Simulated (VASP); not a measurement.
Input of a VASP 6.6.1 run:

File POSCAR:

```
ZrS2
1.0
    3.6910131152     -0.0000002886      0.0000000000
   -1.8455063076      3.1965112678      0.0000000000
    0.0000000000      0.0000000000      6.0964392254
Zr S
1 2
Direct
    0.0000000000      0.0000000000      0.0000000000
    0.6666666667      0.3333333333      0.7643382096
    0.3333333333      0.6666666667      0.2356617904
```

File INCAR.step1:

```
SYSTEM = ZrS2
PREC     = Accurate       ! precision mode
ENCUT    = 550            ! plane-wave cutoff, eV
ISMEAR   = -1             ! smearing method
SIGMA    = 0.01           ! smearing width, eV
LREAL    = .FALSE.        ! projectors in reciprocal space
LASPH    = .TRUE.         ! aspherical terms in the spheres
NELM     = 120            ! most SCF steps
NBANDS   = 19             ! bands
GGA      = PE             ! functional
ALGO     = Normal         ! electronic algorithm
EDIFF    = 1E-5           ! SCF threshold, eV
LWAVE    = .TRUE.         ! write WAVECAR
LCHARG   = .FALSE.        ! write CHGCAR
GGA_COMPAT= .FALSE.
```

The input INCAR.step2:

```
SYSTEM = ZrS2
PREC     = Accurate       ! precision mode
ENCUT    = 550            ! plane-wave cutoff, eV
EDIFF    = 1E-6           ! SCF threshold, eV
ISMEAR   = -1             ! smearing method
SIGMA    = 0.01           ! smearing width, eV
LREAL    = .FALSE.        ! projectors in reciprocal space
LASPH    = .TRUE.         ! aspherical terms in the spheres
NELM     = 120            ! most SCF steps
ALGO     = Normal         ! electronic algorithm
ISIF     = 2              ! what is computed and relaxed
LWAVE    = .FALSE.        ! write WAVECAR
LCHARG   = .TRUE.         ! write CHGCAR
METAGGA  = R2SCAN         ! meta-GGA
LMIXTAU  = .TRUE.       
LELF     = .TRUE.         ! ELF
LVHAR    = .TRUE.       
NBANDS   = 19             ! bands
ISTART   = 1            
GGA_COMPAT= .FALSE.
```

KPOINTS

```
Automatic mesh
0
G
  12 12 4
  0 0 0
```

Potentials or basis: VASP PAW PBE potentials, release 64 (Zr_sv, S).

Launch:

```sh
$ cat potpaw_PBE.64/Zr_sv/POTCAR potpaw_PBE.64/S/POTCAR > POTCAR
$ cp INCAR.step1 INCAR
$ mpirun -np 1 vasp_std > vasp.out
$ cp INCAR.step2 INCAR
$ mpirun -np 1 vasp_std > vasp.out
```

Q: What does it give for the band gap on the k mesh?

A: 1.38 eV (least direct gap 2.01 eV).

Q: What does it give for the pressure?

A: 0.0 GPa.

Caveat: the PAW data sets were made with another functional, which shifts forces and pressure a little. A k mesh can miss the band edges.
